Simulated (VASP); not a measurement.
A run of VASP 6.6.1 is set up as follows.

INCAR

```
SYSTEM = GaN
PREC = Accurate ; ENCUT = 520
EDIFF = 1E-7 ; ISMEAR = 0
SIGMA = 0.05 ; LREAL = .FALSE.
LASPH = .TRUE. ; NELM = 80
ALGO = Normal ; ISIF = 2
LWAVE = .FALSE. ; LCHARG = .FALSE.
GGA = CA ; NBANDS = 46
```

File KPOINTS:

```
regular mesh
0
G
  6 6 6
  0 0 0
```

File POSCAR:

```
GaN
1.0
    4.5070012150      0.0000000000      0.0000000000
    0.0000000000     -4.5070012150      0.0000000000
    0.0000000000      0.0000000000     -4.5070012150
Ga N
4 4
Direct
    0.0000000000      0.5000000000      0.5266252424
    0.5000000000      0.0000000000      0.5000000000
    0.5000000000      0.5000000000      0.0000000000
    0.0000000000      0.0000000000      0.0000000000
    0.7500000000      0.7500000000      0.7500000000
    0.2500000000      0.2500000000      0.7500000000
    0.2500000000      0.7500000000      0.2500000000
    0.7500000000      0.2500000000      0.2500000000
```

Potentials or basis: VASP PAW LDA potentials, release 64 (Ga_d, N).

Command:

```bash
$ cat potpaw_LDA.64/Ga_d/POTCAR potpaw_LDA.64/N/POTCAR > POTCAR
$ mpirun -np 1 vasp_std > vasp.out
```

Q: Predict the largest force.

A: 2.070 eV/Å.

Q: Estimate the band gap on the k mesh.

A: 1.66 eV.

Forces on the atoms (eV/Å):
```
Ga   0.000  0.000  2.070
Ga   0.000  0.000  0.378
Ga   0.000  0.000 -0.514
Ga   0.000  0.000 -0.514
N   -0.328 -0.328 -0.399
N    0.328  0.328 -0.399
N   -0.191  0.191 -0.310
N    0.191 -0.191 -0.310
```

Caveat: the cell differs from its parent crystal (atom 1 (Ga) moved -0.120 Å along Cartesian [0 0 1]); the cell stands under tension; forces of over 1 eV/Å act on the atoms, so gaps and moduli don't describe the material at rest.
